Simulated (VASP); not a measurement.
GaAs: single point with PBEsol

The system is GaAs.

```
CELL_PARAMETERS angstrom
0.00000 2.80122 2.80122
2.80122 0.00000 2.80122
2.80122 2.80122 0.00000
ATOMIC_POSITIONS crystal
Ga 0.00000 0.00000 0.00000
As 0.25000 0.25000 0.25000
```

```
Program             : VASP 6.6.1
Task                : single point
Functional          : PBEsol
Potentials or basis : VASP PAW PBE potentials, release 64 (Ga_d, As)
Cutoff              : 500 eV
k mesh              : 10 × 10 × 10
Occupations         : gaussian, width 0.01 eV
Spin                : non-collinear spin, zero start, spin-orbit coupling
Starting moments    : [[0.0, 0.0, 0.0], [0.0, 0.0, 0.0]] μB
```

```json
{
 "Pressure": "2.4 GPa",
 "Net moment": "0.00 μB per cell",
 "Valence electrons inside the program's atomic spheres": "Ga 11.71; As 2.85"
}
```

Moments on the atoms (μB; x, y, z):
```
Ga  0.00 0.00 0.00
As  0.00 0.00 0.00
```

It took 4.7 min on 1 thread of Intel Xeon 8259CL (shared host), peak memory 0.36 GiB.

Caveat: the PAW data sets were made with another functional, which shifts forces and pressure a little.
